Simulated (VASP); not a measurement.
Here is a VASP 6.6.1 calculation.

File INCAR:

```
SYSTEM = K3Sr
PREC = Accurate
ENCUT = 520
EDIFF = 1E-6
ISMEAR = 1
SIGMA = 0.3
LREAL = .False.
LASPH = .True.
NELM = 60
ALGO = Normal
ISIF = 2
LWAVE = .False.
LCHARG = .True.
GGA = CA
LELF = .True.
LVHAR = .True.
NBANDS = 26
```

File KPOINTS:

```
regular mesh
0
Gamma
  4 4 4
  0 0 0
```

Contents of POSCAR:

```
K3Sr
1.0
    0.0000000000      5.1658560000      5.1658560000
    5.1658560000      0.0000000000      5.1658560000
    5.1658560000      5.1658560000      0.0000000000
K Sr
3 1
Direct
    0.2500000000      0.2500000000      0.2500000000
    0.7500000000      0.7500000000      0.7500000000
    0.5000000000      0.5000000000      0.5000000000
    0.0000000000      0.0000000000      0.0000000000
```

Potentials or basis: VASP PAW LDA potentials, release 64 (K_sv, Sr_sv).

Run with:

```console
$ cat potpaw_LDA.64/K_sv/POTCAR potpaw_LDA.64/Sr_sv/POTCAR > POTCAR
$ mpirun -np 1 vasp_std > vasp.out
```

**Question.** What does it give for the pressure?

**Answer.** -0.6 GPa.
